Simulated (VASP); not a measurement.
# Cl4 in VASP: single point with PBE

Aim: the single point of Cl4 with PBE.

All numbers are computed with VASP 6.6.1; they aren't measurements. Logs are shortened: lines on timing, memory, paths and dates and some standing lists are left out, and cuts for length are marked.

### 1 The cell of the first run

The cell holds a molecule in a box, 4 atoms: a = 6.432 Å, b = 6.432 Å, c = 23.463 Å, α = 90.00°, β = 90.00°, γ = 90.00°.

### 2 Single point, PBE

INCAR

```
ALGO     = Normal         # electronic algorithm
DIPOL    = 0.5 0.5 0.698
EDIFF    = 1E-7           # SCF threshold, eV
ENCUT    = 520            # plane-wave cutoff, eV
GGA      = PE             # functional
IDIPOL   = 3            
ISIF     = 2              # what is computed and relaxed
ISMEAR   = 0              # smearing method
LASPH    = True           # aspherical terms in the spheres
LCHARG   = False          # write CHGCAR
LDIPOL   = True         
LREAL    = False          # projectors in reciprocal space
LWAVE    = False          # write WAVECAR
NBANDS   = 22             # bands
NELM     = 80             # most SCF steps
PREC     = Accurate       # precision mode
SIGMA    = 0.1            # smearing width, eV
```

KPOINTS

```
k-points
0
Gamma
  3 3 1
```

POSCAR

```
Cl
1.0
    6.4315507075      0.0000000000      0.0000000000
    0.0000000000      6.4315507075      0.0000000000
    0.0000000000      0.0000000000     23.4634931188
Cl
4
Direct
    0.2497542621      0.2571718920      0.6422570331
    0.2516964582     -0.1290861549      0.7282714384
    0.7510046030      0.7470191067      0.6394562844
    0.2575171387      0.6250555927      0.7812424768
```

Potentials or basis: VASP PAW PBE potentials, release 64 (Cl).

Started as:

```
> cat potpaw_PBE.64/Cl/POTCAR > POTCAR
> mpirun -np 1 vasp_std > vasp.out
```

OUTCAR:

```text
EDIFF = 1E-7
   ENCUT = 520
   GGA = PE
   ISIF = 2
   ISMEAR = 0
   LASPH = True
   LREAL = False
   NELM = 80
   PREC = Accurate

 ion  position               nearest neighbor table
   1  0.250  0.257  0.642-
   2  0.252  0.871  0.728-   4 2.01
   3  0.751  0.747  0.639-
   4  0.258  0.625  0.781-   2 2.01

  LATTYP: Found a simple tetragonal cell.
 ALAT       =     6.4315507075
 C/A-ratio  =     3.6481859797

  Lattice vectors:

 A1 = (   6.4315507075,   0.0000000000,   0.0000000000)
 A2 = (   0.0000000000,   6.4315507075,   0.0000000000)
 A3 = (   0.0000000000,   0.0000000000,  23.4634931188)

Analysis of symmetry for initial positions (statically):
=====================================================================
 Subroutine PRICEL returns:
 Original cell was already a primitive cell.

 Routine SETGRP: Setting up the symmetry group for a
 simple tetragonal supercell.

 Subroutine GETGRP returns: Found  1 space group operations
 (whereof  1 operations were pure point group operations)
 out of a pool of 16 trial point group operations.

The static configuration has the point symmetry C_1 .

Analysis of symmetry for dynamics (positions and initial velocities):
=====================================================================
 Subroutine PRICEL returns:
 Original cell was already a primitive cell.

 Routine SETGRP: Setting up the symmetry group for a
 simple tetragonal supercell.

 Subroutine GETGRP returns: Found  1 space group operations
 (whereof  1 operations were pure point group operations)
 out of a pool of 16 trial point group operations.

The dynamic configuration has the point symmetry C_1 .

 Subroutine INISYM returns: Found  1 space group operations
 (whereof  1 operations are pure point group operations),
 and found     1 'primitive' translations

----------------------------------------------------------------------------------------

                                     Primitive cell

  volume of cell :     970.5637

  direct lattice vectors                    reciprocal lattice vectors
     6.431550707  0.000000000  0.000000000     0.155483498  0.000000000  0.000000000
     0.000000000  6.431550707  0.000000000     0.000000000  0.155483498  0.000000000
     0.000000000  0.000000000 23.463493119     0.000000000  0.000000000  0.042619400

  length of vectors
     6.431550707  6.431550707 23.463493119     0.155483498  0.155483498  0.042619400

[... 68 lines left out ...]
   IBRION =     -1    ionic relax: 0-MD 1-quasi-New 2-CG
   NFREE  =      0    steps in history (QN), initial steepest desc. (CG)
   ISIF   =      2    stress and relaxation
   ISYM   =      2    0-nonsym 1-usesym 2-fastsym
   POTIM  = 0.5000    time-step for ionic-motion
   TEBEG  =    0.0;   TEEND  =   0.0 temperature during run
   PSTRESS=    0.0 pullay stress
   NELECT =      28.0000    total number of electrons
   NUPDOWN=      -1.0000    fix difference up-down
   EMIN   =  10.00;   EMAX   =-10.00  energy-range for DOS
   EFERMI =   0.00;   METHOD = LEGACY
   ISMEAR =     0;   SIGMA  =   0.10  broadening in eV -4-tet -1-fermi 0-gaus
   EFERMI_NEDOS =   21; number of points for ismear=-14 and -15
   IALGO  =     38    algorithm
   IMIX   =      4    mixing-type and parameters
     AMIX     =   0.40;   BMIX     =  1.00
     AMIX_MAG =   1.60;   BMIX_MAG =  1.00
  volume/ion in A,a.u.               =     242.64      1637.42
  Fermi-wavevector in a.u.,A,eV,Ry     =   0.502095  0.948823  3.430024  0.252100
  Thomas-Fermi vector in A             =   1.510939
   LORBIT       =      0    0 simple, 1 ext, 2 COOP (PROOUT), +10 PAW based schemes
   GGA     = PE    functional components
   LHFCALC =     F    Hartree Fock is set to
   AEXX    =    0.0000 exact exchange contribution
   IVDW    =     0    specifies the selected vdW correction
   LEPSILON=     F    determine dielectric tensor
   LRPA    =     F    only Hartree local field effects (RPA)
 non-spin polarized calculation
 Gauss-broadening in eV      SIGMA  =   0.10
  energy-cutoff  :      520.00
  volume of cell :      970.56
 maximum number of plane-waves:     26171
   NGX = 23   NGY = 23   NGZ = 87

 number of electron      27.9999998 magnetization

 dipolmoment           0.000000      0.000000     -0.309144 electrons x Angstroem

 Free energy of the ion-electron system (eV)
  ---------------------------------------------------
  ext. energy  EPLUGINS =         0.00000000
  ---------------------------------------------------
  free energy    TOTEN  =        -4.30473763 eV

  energy without entropy =       -4.15512106  energy(sigma->0) =       -4.22992935

 E-fermi :  -7.0677     XC(G=0):  -1.5194

 val. band max:       -7.0723035514   @ k =   0.3333   0.0000   0.0000
 cond. band min:      -7.0620632373   @ k =   0.0000   0.0000   0.0000
 fundamental gap:      0.0102403141
 Fermi energy:        -7.0676853699

 k-point     1 :       0.0000    0.0000    0.0000
  band No.  band energies     occupation
      1     -23.5160      2.00000
      2     -19.4892      2.00000
      3     -19.2768      2.00000
      4     -19.2171      2.00000
      5     -11.9933      2.00000
      6      -9.9769      2.00000
[... 114 lines left out ...]
     21       1.4922      0.00000
     22       1.9260      0.00000

------------------------ aborting loop because EDIFF is reached ----------------------------------------

 vacuum level on the upper side and lower side of the slab       (xc-potential included)        -0.669         0.655

  FORCE on cell =-STRESS in cart. coord.  units (eV):
  Direction    XX          YY          ZZ          XY          YZ          ZX
  --------------------------------------------------------------------------------------
  -------------------------------------------------------------------------------------
  Total       -0.8387861     -1.5942337     -1.0429390      0.0126596      0.7207891     -0.0193585
  in kB       -1.3846427     -2.6317128     -1.7216522      0.0208980      1.1898569     -0.0319564
  external PRESSURE =      -1.9126692 kB  Pullay stress =       0.0000000 kB

 VOLUME and BASIS-vectors are now :
 -----------------------------------------------------------------------------
  energy-cutoff  :      520.00
  volume of cell :      970.56
      direct lattice vectors                 reciprocal lattice vectors
     6.431550707  0.000000000  0.000000000     0.155483498  0.000000000  0.000000000
     0.000000000  6.431550707  0.000000000     0.000000000  0.155483498  0.000000000
     0.000000000  0.000000000 23.463493119     0.000000000  0.000000000  0.042619400

 POSITION                                       TOTAL-FORCE (eV/Angst)
 -----------------------------------------------------------------------------------
      1.60631      1.65401     15.06959        -0.000725     -0.149588      0.242685
      1.61880      5.60133     17.08779         0.002808     -0.128063     -0.033860
      4.83012      4.80449     15.00388         0.005404     -0.021828      0.078046
      1.65623      4.02008     18.33068        -0.007487      0.299479     -0.286871
 -----------------------------------------------------------------------------------
    total drift:                                0.000191      0.000140      0.000613

  FREE ENERGIE OF THE ION-ELECTRON SYSTEM (eV)
  ---------------------------------------------------
  free  energy   TOTEN  =        -4.3047376303 eV

  energy  without entropy=       -4.1551210637  energy(sigma->0) =       -4.22992935

 vacuum level on the upper side and lower side of the slab         0.071         1.430
```

OSZICAR:

```text
N       E                     dE             d eps       ncg     rms          rms(c)
DAV:   1     0.247479431777E+03    0.24748E+03   -0.73643E+03   236   0.792E+02
DAV:   2     0.640576703721E+02   -0.18342E+03   -0.17747E+03   348   0.141E+02
DAV:   3    -0.300733126317E+01   -0.67065E+02   -0.66757E+02   280   0.953E+01
[... 32 lines left out ...]
DAV:  36    -0.430473688689E+01   -0.58174E-06   -0.91559E-08   222   0.412E-04    0.942E-04
DAV:  37    -0.430473708515E+01   -0.19826E-06   -0.97143E-09   194   0.239E-04    0.994E-04
DAV:  38    -0.430473729947E+01   -0.21432E-06   -0.14166E-08   176   0.179E-04    0.501E-04
DAV:  39    -0.430473753393E+01   -0.23446E-06   -0.68687E-09   176   0.190E-04    0.548E-04
DAV:  40    -0.430473763034E+01   -0.96401E-07   -0.15543E-08   176   0.164E-04
   1 F= -.43047376E+01 E0= -.42299293E+01  d E =-.149617E+00
```

stdout:

```text
POSCAR found type information on POSCAR Cl
 POSCAR found :  1 types and       4 ions
 scaLAPACK will be used
 LDA part: xc-table for (Slater+PW92), standard interpolation
 POSCAR, INCAR and KPOINTS ok, starting setup
 FFT: planning ... GRIDC
 FFT: planning ... GRID_SOFT
 FFT: planning ... GRID
 WAVECAR not read
 entering main loop
```

It took 6.8 min on 1 thread of Intel Xeon Platinum 8259CL at 2.50GHz (Skylake/Cascade Lake), shared host; peak memory 0.76 GiB.

What came out:

| Property | Result |
| --- | --- |
| Free energy | -4.3047 eV |
| Largest force | 0.415 eV/Å |
| Gap between the frontier levels | zero (filled and empty bands touch) |

Forces in eV/Å, atoms in the order of the input:
```
Cl  -0.001 -0.150  0.243
Cl   0.003 -0.128 -0.034
Cl   0.005 -0.022  0.078
Cl  -0.007  0.299 -0.287
```
